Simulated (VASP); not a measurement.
Set up this calculation in VASP 6.6.1, as the native input.

| Property | Result |
| --- | --- |
| Task | single point |
| Functional | PBEsol |
| Potentials or basis | VASP PAW PBE potentials, release 64 (Li_sv, Cl) |
| Cutoff | 520 eV |
| k mesh | 8 × 8 × 8 |
| Occupations | gaussian, width 0.02 eV |
| Spin | no spin polarisation |
| Dipole correction | no |
| Further INCAR settings | ALGO = Normal; EDIFF = 1e-06; NBANDS = 12 |

The structure of LiCl lies in POSCAR:

```
LiCl
1.0
   -0.0039240828      2.4753524664      2.4560654712
    2.4607076868     -0.0084893556      2.4606307440
    2.4630416184      2.4822516708     -0.0108232872
Li Cl
1 1
Direct
   -0.0017720956      0.0083068201      0.0013860946
    0.5017720956      0.4916931799      0.4986139054
```

This cell differs from its parent crystal: atoms moved at random and the cell strained at random.

These files were run (other wordings do the same):

INCAR

```
ALGO = Normal
EDIFF = 1E-6
ENCUT = 520
GGA = PS
ISIF = 2
ISMEAR = 0
LASPH = T
LCHARG = F
LREAL = F
LWAVE = F
NBANDS = 12
NELM = 60
PREC = Accurate
SIGMA = 0.02
```

KPOINTS

```
k-points
0
Gamma
  8 8 8
```

Potentials or basis: VASP PAW PBE potentials, release 64 (Li_sv, Cl).

The run is started by

```console
$ cat potpaw_PBE.64/Li_sv/POTCAR potpaw_PBE.64/Cl/POTCAR > POTCAR
$ mpirun -np 1 vasp_std > vasp.out
```

It gave:

- Largest force: 0.086 eV/Å
- Band gap on the k mesh: 6.61 eV, indirect (least direct gap 6.80 eV)

Caveat: the cell differs from its parent crystal (atoms moved at random and the cell strained at random); the PAW data sets were made with another functional, which shifts forces and pressure a little.

Wall time 61 s on 1 thread of Intel(R) Xeon(R) Platinum 8488C (Sapphire Rapids) (shared host), peak memory 0.21 GiB.
